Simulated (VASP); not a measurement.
Runs of VASP 6.6.1 on Mo. The structure is that of space group Im-3m (No. 229), or close to it. The cells are those of the table. 

```csv
cell,gap on the mesh (eV),pressure (GPa)
"a = 2.646 Å, angles 109.5°, 1 atom",none,19.3
"a = 2.542 Å, angles 109.5°, 1 atom",none,(a)
"a = 2.787 Å, angles 109.5°, 1 atom",none,(b)
"a = 2.831 Å, angles 109.5°, 1 atom",none,-30.9
"a = 2.742 Å, angles 109.5°, 1 atom",none,-12.6
"a = 2.595 Å, angles 109.5°, 1 atom",none,43.2
```

Alike in all rows: task single point; level LDA; potentials or basis VASP PAW LDA potentials, release 64 (Mo_sv); no spin polarisation; k mesh 22 × 22 × 22; cutoff (eV) 520; smearing gaussian 0.15 eV.

Problem. Fill in the values left out.

Solution. (a) 75.0; (b) -23.0.

A k mesh can miss the band edges, and the runs leave out spin-orbit coupling on Mo.

A gap of «none» marks levels without a gap at the run's occupations.
